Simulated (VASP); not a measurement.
# MgCd3O4 (P4/mmm) in VASP: single point with PBE

Aim: the single point of MgCd3O4 with PBE.

Program: VASP 6.6.1. These are calculated values, not measurements. Logs are shortened: lines on timing, memory, paths and dates and some standing lists are left out, and cuts for length are marked.

## 1. The cell of the first run

The structure is tetragonal, space group P4/mmm (No. 123). The conventional cell has a = 3.308 Å, b = 3.308 Å, c = 9.330 Å, α = 90.00°, β = 90.00°, γ = 90.00°. Within 2.9 Å of Mg (site symmetry 4/mmm) lie 6 O at 2.17 to 2.34 Å. Within 3.0 Å of Cd (site symmetry 4mm) lie 6 O at 2.27 to 2.40 Å. Cd (site symmetry 4/mmm) has 6 O at 2.34 to 2.50 Å within 3.1 Å. O (site symmetry 4mm) has 1 Mg at 2.17 Å and 5 Cd at 2.34 to 2.50 Å within 2.9 Å. O (site symmetry 4/mmm) has 6 Cd at 2.34 to 2.40 Å within 3.1 Å. O (site symmetry 4/mmm) has 2 Cd at 2.27 Å and 4 Mg at 2.34 Å within 3.0 Å.

## 2. Single point, PBE

The input, INCAR:

```
ALGO     = Normal         # electronic algorithm
EDIFF    = 1E-6           # SCF threshold, eV
ENCUT    = 840            # plane-wave cutoff, eV
GGA      = PE             # functional
GGA_COMPAT= F            
ISIF     = 2              # what is computed and relaxed
ISMEAR   = 0              # smearing method
LASPH    = T              # aspherical terms in the spheres
LCHARG   = F              # write CHGCAR
LREAL    = F              # projectors in reciprocal space
LWAVE    = F              # write WAVECAR
NBANDS   = 57             # bands
NELM     = 120            # most SCF steps
PREC     = Accurate       # precision mode
SIGMA    = 0.1            # smearing width, eV
```

The input, KPOINTS:

```
k-points
0
Gamma
  6 6 2
```

The input, POSCAR:

```
MgCd3O4
1.0
    3.3076838000      0.0000000000      0.0000000000
    0.0000000000      3.3076838000      0.0000000000
    0.0000000000      0.0000000000      9.3304794000
Mg Cd O
1 3 4
Direct
    0.0000000000      0.0000000000      0.0000000000
    0.5000000000      0.5000000000      0.2433000000
    0.0000000000      0.0000000000      0.5000000000
    0.5000000000      0.5000000000      0.7567000000
    0.0000000000      0.0000000000      0.2322470000
    0.5000000000      0.5000000000      0.5000000000
    0.0000000000      0.0000000000      0.7677530000
    0.5000000000      0.5000000000      0.0000000000
```

Potentials or basis: VASP PAW PBE potentials, release 64 (Mg_sv, Cd_sv_GW, O).

The run is started by

```
cat potpaw_PBE.64/Mg_sv/POTCAR potpaw_PBE.64/Cd_sv_GW/POTCAR potpaw_PBE.64/O/POTCAR > POTCAR
mpirun -np 1 vasp_std > vasp.out
```

OUTCAR:

```text
EDIFF = 1E-6
   ENCUT = 840
   GGA = PE
   ISIF = 2
   ISMEAR = 0
   LASPH = T
   LREAL = F
   NELM = 120
   PREC = Accurate

 ion  position               nearest neighbor table
   1  0.000  0.000  0.000-
   2  0.500  0.500  0.243-   8 2.27
   3  0.000  0.000  0.500-
   4  0.500  0.500  0.757-   8 2.27
   5  0.000  0.000  0.232-
   6  0.500  0.500  0.500-
   7  0.000  0.000  0.768-
   8  0.500  0.500  0.000-   2 2.27   4 2.27

  LATTYP: Found a simple tetragonal cell.
 ALAT       =     3.3076838000
 C/A-ratio  =     2.8208498648

  Lattice vectors:

 A1 = (   3.3076838000,   0.0000000000,   0.0000000000)
 A2 = (   0.0000000000,   3.3076838000,   0.0000000000)
 A3 = (   0.0000000000,   0.0000000000,   9.3304794000)

Analysis of symmetry for initial positions (statically):
=====================================================================
 Subroutine PRICEL returns:
 Original cell was already a primitive cell.

 Routine SETGRP: Setting up the symmetry group for a
 simple tetragonal supercell.

 Subroutine GETGRP returns: Found 16 space group operations
 (whereof 16 operations were pure point group operations)
 out of a pool of 16 trial point group operations.

The static configuration has the point symmetry D_4h.

Analysis of symmetry for dynamics (positions and initial velocities):
=====================================================================
 Subroutine PRICEL returns:
 Original cell was already a primitive cell.

 Routine SETGRP: Setting up the symmetry group for a
 simple tetragonal supercell.

 Subroutine GETGRP returns: Found 16 space group operations
 (whereof 16 operations were pure point group operations)
 out of a pool of 16 trial point group operations.

The dynamic configuration has the point symmetry D_4h.

 Subroutine INISYM returns: Found 16 space group operations
 (whereof 16 operations are pure point group operations),
 and found     1 'primitive' translations

----------------------------------------------------------------------------------------

                                     Primitive cell

  volume of cell :     102.0826

  direct lattice vectors                    reciprocal lattice vectors
     3.307683800  0.000000000  0.000000000     0.302326359  0.000000000  0.000000000
     0.000000000  3.307683800  0.000000000     0.000000000  0.302326359  0.000000000
     0.000000000  0.000000000  9.330479400     0.000000000  0.000000000  0.107175629

  length of vectors
     3.307683800  3.307683800  9.330479400     0.302326359  0.302326359  0.107175629

  position of ions in fractional coordinates (direct lattice)
     0.000000000  0.000000000  0.000000000
     0.500000000  0.500000000  0.243300000
     0.000000000  0.000000000  0.500000000
     0.500000000  0.500000000  0.756700000
     0.000000000  0.000000000  0.232247000
     0.500000000  0.500000000  0.500000000
     0.000000000  0.000000000  0.767753000
     0.500000000  0.500000000  0.000000000

  ion indices of the primitive-cell ions
   primitive index   ion index
                 1           1
                 2           2
                 3           3
                 4           4
                 5           5
                 6           6
                 7           7
                 8           8

----------------------------------------------------------------------------------------

 KPOINTS: k-points

Automatic generation of k-mesh.
 Grid dimensions read from file:
 generate k-points for:    6    6    2

 Generating k-lattice:

  Cartesian coordinates                     Fractional coordinates (reciprocal lattice)
     0.050387727  0.000000000  0.000000000     0.166666667  0.000000000  0.000000000
     0.000000000  0.050387727  0.000000000     0.000000000  0.166666667  0.000000000
     0.000000000  0.000000000  0.053587815     0.000000000  0.000000000  0.500000000

  Length of vectors
     0.050387727  0.050387727  0.053587815

  Shift w.r.t. Gamma in fractional coordinates (k-lattice)
     0.000000000  0.000000000  0.000000000

 Subroutine IBZKPT returns following result:
 ===========================================

 Found     20 irreducible k-points:

 Following reciprocal coordinates:
            Coordinates               Weight
  0.000000  0.000000  0.000000      1.000000
  0.166667  0.000000  0.000000      4.000000
  0.333333  0.000000  0.000000      4.000000
  0.500000  0.000000  0.000000      2.000000
  0.166667  0.166667  0.000000      4.000000
  0.333333  0.166667  0.000000      8.000000
[... 12 lines left out ...]
  0.500000  0.333333  0.500000      4.000000
  0.500000  0.500000  0.500000      1.000000
   k-points           NKPTS =     20   k-points in BZ     NKDIM =     20   number of bands    NBANDS=     57
   number of dos      NEDOS =    301   number of ions     NIONS =      8
   total plane-waves  NPLWV =  92160
   dimension x,y,z NGX =    32 NGY =   32 NGZ =   90
   dimension x,y,z NGXF=    64 NGYF=   64 NGZF=  180
   ions per type =               1   3   4
   NGX,Y,Z   is equivalent  to a cutoff of  16.08, 16.08, 16.04 a.u.
   NGXF,Y,Z  is equivalent  to a cutoff of  32.17, 32.17, 32.07 a.u.
 SYSTEM =  unknown system
   PREC   = accura    normal or accurate (medium, high low for compatibility)
   ISTART =      0    job   : 0-new  1-cont  2-samecut
   ICHARG =      2    charge: 1-file 2-atom 10-const
   ISPIN  =      1    spin polarized calculation?
   LNONCOLLINEAR =      F non collinear calculations
   LSORBIT =      F    spin-orbit coupling
   LASPH  =      T    aspherical Exc in radial PAW
   ENCUT  =  840.0 eV  61.74 Ry    7.86 a.u.   7.82  7.82 22.05*2*pi/ulx,y,z
   NELM   =    120;   NELMIN=  2; NELMDL= -5     # of ELM steps
   EDIFF  = 0.1E-05   stopping-criterion for ELM
   LREAL  =      F    real-space projection
   EDIFFG = 0.1E-04   stopping-criterion for IOM
   NSW    =      0    number of steps for IOM
   IBRION =     -1    ionic relax: 0-MD 1-quasi-New 2-CG
   NFREE  =      0    steps in history (QN), initial steepest desc. (CG)
   ISIF   =      2    stress and relaxation
   ISYM   =      2    0-nonsym 1-usesym 2-fastsym
   POTIM  = 0.5000    time-step for ionic-motion
   TEBEG  =    0.0;   TEEND  =   0.0 temperature during run
   PSTRESS=    0.0 pullay stress
   NELECT =      94.0000    total number of electrons
   NUPDOWN=      -1.0000    fix difference up-down
   EMIN   =  10.00;   EMAX   =-10.00  energy-range for DOS
   EFERMI =   0.00;   METHOD = LEGACY
   ISMEAR =     0;   SIGMA  =   0.10  broadening in eV -4-tet -1-fermi 0-gaus
   EFERMI_NEDOS =   21; number of points for ismear=-14 and -15
   IALGO  =     38    algorithm
   IMIX   =      4    mixing-type and parameters
     AMIX     =   0.40;   BMIX     =  1.00
     AMIX_MAG =   1.60;   BMIX_MAG =  1.00
  volume/ion in A,a.u.               =      12.76        86.11
  Fermi-wavevector in a.u.,A,eV,Ry     =   1.592698  3.009763 34.513727  2.536687
  Thomas-Fermi vector in A             =   2.691043
   LORBIT       =      0    0 simple, 1 ext, 2 COOP (PROOUT), +10 PAW based schemes
   GGA     = PE    functional components
   LHFCALC =     F    Hartree Fock is set to
   AEXX    =    0.0000 exact exchange contribution
   IVDW    =     0    specifies the selected vdW correction
   LEPSILON=     F    determine dielectric tensor
   LRPA    =     F    only Hartree local field effects (RPA)
 non-spin polarized calculation
 Gauss-broadening in eV      SIGMA  =   0.10
  energy-cutoff  :      840.00
  volume of cell :      102.08
 maximum number of plane-waves:      5666
 NGX is ok and might be reduce to    32
   NGX = 15   NGY = 15   NGZ = 45

 number of electron      94.0000017 magnetization

 Free energy of the ion-electron system (eV)
  ---------------------------------------------------
  ext. energy  EPLUGINS =         0.00000000
  ---------------------------------------------------
  free energy    TOTEN  =       -34.85682723 eV

  energy without entropy =      -34.85372186  energy(sigma->0) =      -34.85527454

 E-fermi :   4.5215     XC(G=0): -11.4905

 val. band max:        4.4832935439   @ k =   0.5000   0.0000   0.0000
 cond. band min:       5.5546226266   @ k =   0.0000   0.0000   0.5000
 fundamental gap:      1.0713290827
 Fermi energy:         4.5215457928

 k-point     1 :       0.0000    0.0000    0.0000
  band No.  band energies     occupation
      1     -96.5364      2.00000
      2     -96.0467      2.00000
      3     -96.0467      2.00000
      4     -69.5632      2.00000
      5     -57.6429      2.00000
      6     -57.6087      2.00000
[... 49 lines left out ...]
     56      15.9258      0.00000
     57      16.7301      0.00000

 k-point     2 :       0.1667    0.0000    0.0000
  band No.  band energies     occupation
      1     -96.5363      2.00000
      2     -96.0466      2.00000
      3     -96.0466      2.00000
      4     -69.5632      2.00000
      5     -57.6428      2.00000
      6     -57.6110      2.00000
[... 49 lines left out ...]
     56      15.6707      0.00000
     57      16.1358      0.00000

 k-point     3 :       0.3333    0.0000    0.0000
  band No.  band energies     occupation
      1     -96.5361      2.00000
      2     -96.0465      2.00000
      3     -96.0464      2.00000
      4     -69.5629      2.00000
      5     -57.6424      2.00000
      6     -57.6157      2.00000
[... 954 lines left out ...]
      1     -96.5357      2.00000
      2     -96.0461      2.00000
      3     -96.0461      2.00000
      4     -69.5624      2.00000
      5     -57.6418      2.00000
      6     -57.6173      2.00000
[... 49 lines left out ...]
     56      13.6555      0.00000
     57      13.8183      0.00000

 k-point    20 :       0.5000    0.5000    0.5000
  band No.  band energies     occupation
      1     -96.5356      2.00000
      2     -96.0460      2.00000
      3     -96.0460      2.00000
      4     -69.5622      2.00000
      5     -57.6416      2.00000
      6     -57.6171      2.00000
[... 49 lines left out ...]
     56      13.8948      0.00000
     57      13.9433      0.00000

------------------------ aborting loop because EDIFF is reached ----------------------------------------

  FORCE on cell =-STRESS in cart. coord.  units (eV):
  Direction    XX          YY          ZZ          XY          YZ          ZX
  --------------------------------------------------------------------------------------
  -------------------------------------------------------------------------------------
  Total       -0.0904081     -0.0904081     -0.0941352      0.0000000      0.0000000      0.0000000
  in kB       -1.4189469     -1.4189469     -1.4774434      0.0000000      0.0000000      0.0000000
  external PRESSURE =      -1.4384458 kB  Pullay stress =       0.0000000 kB

 VOLUME and BASIS-vectors are now :
 -----------------------------------------------------------------------------
  energy-cutoff  :      840.00
  volume of cell :      102.08
      direct lattice vectors                 reciprocal lattice vectors
     3.307683800  0.000000000  0.000000000     0.302326359  0.000000000  0.000000000
     0.000000000  3.307683800  0.000000000     0.000000000  0.302326359  0.000000000
     0.000000000  0.000000000  9.330479400     0.000000000  0.000000000  0.107175629

 POSITION                                       TOTAL-FORCE (eV/Angst)
 -----------------------------------------------------------------------------------
      0.00000      0.00000      0.00000         0.000000     -0.000000      0.000000
      1.65384      1.65384      2.27011         0.000000      0.000000      0.015795
      0.00000      0.00000      4.66524         0.000000     -0.000000      0.000000
      1.65384      1.65384      7.06037         0.000000      0.000000     -0.015795
      0.00000      0.00000      2.16698         0.000000     -0.000000     -0.007753
      1.65384      1.65384      4.66524         0.000000     -0.000000      0.000000
      0.00000      0.00000      7.16350         0.000000     -0.000000      0.007753
      1.65384      1.65384      0.00000         0.000000     -0.000000      0.000000
 -----------------------------------------------------------------------------------
    total drift:                                0.000000     -0.000000     -0.000000

  FREE ENERGIE OF THE ION-ELECTRON SYSTEM (eV)
  ---------------------------------------------------
  free  energy   TOTEN  =       -34.8568272291 eV

  energy  without entropy=      -34.8537218581  energy(sigma->0) =      -34.85527454
```

Run time: 2.7 min. Hardware: 1 thread of Intel Xeon 6975P-C (Granite Rapids), shared host; peak memory 0.41 GiB.

Results:

- Free energy: -34.8568 eV
- Pressure: -0.1 GPa
- Largest force: 0.016 eV/Å
- Band gap on the k mesh: zero (bands 47 and 48 overlap by 0.19 eV)

Forces in eV/Å, atoms in the order of the input:
```
Mg   0.000  0.000  0.000
Cd   0.000  0.000  0.016
Cd   0.000  0.000  0.000
Cd   0.000  0.000 -0.016
O    0.000  0.000 -0.008
O    0.000  0.000  0.000
O    0.000  0.000  0.008
O    0.000  0.000  0.000
```

Caveat: semilocal functionals underestimate gaps, and a narrow one can read as zero.

The gap in the log of VASP goes by the Fermi energy; the results here count the filled bands.